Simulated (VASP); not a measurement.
Write the native input for VASP 6.6.1 that does the following.

```yaml
Task: single point
Functional: PBE
Potentials_or_basis: VASP PAW PBE potentials, release 64 (B, N)
Cutoff: 520 eV
k_mesh: 12 × 12 × 12
Occupations: gaussian, width 0.01 eV
Spin: no spin polarisation
Dipole_correction: no
Further_INCAR_settings: ALGO = Normal; EDIFF = 1e-06; NBANDS = 11
```

The structure of BN (Qingsongite) lies in POSCAR:

```
BN
1.0
    0.0000000000      1.8048245478      1.8048245478
    1.8048245478      0.0000000000      1.8048245478
    1.8048245478      1.8048245478      0.0000000000
B N
1 1
Direct
    0.0000000000      0.0000000000      0.0000000000
    0.2500000000      0.2500000000      0.2500000000
```

One way to write it, as run:

INCAR

```
PREC = Accurate
ENCUT = 520
EDIFF = 1E-6
ISMEAR = 0
SIGMA = 0.01
LREAL = F
LASPH = T
NELM = 60
ALGO = Normal
ISIF = 2
LWAVE = F
LCHARG = F
GGA = PE
NBANDS = 11
```

KPOINTS

```
Automatic mesh
0
Gamma
  12 12 12
```

Potentials or basis: VASP PAW PBE potentials, release 64 (B, N).

Command:

```bash
$ cat potpaw_PBE.64/B/POTCAR potpaw_PBE.64/N/POTCAR > POTCAR
$ mpirun -np 1 vasp_std > vasp.out
```

Results of the run:

```yaml
Pressure: 5.0 GPa
Band_gap_on_the_k_mesh: 4.46 eV, indirect (least direct gap 8.84 eV)
```

Run time: 7.8 s on 1 thread of Intel(R) Xeon(R) Platinum 8259CL CPU @ 2.50GHz (Skylake/Cascade Lake), with other jobs on the host, peak memory 0.12 GiB.
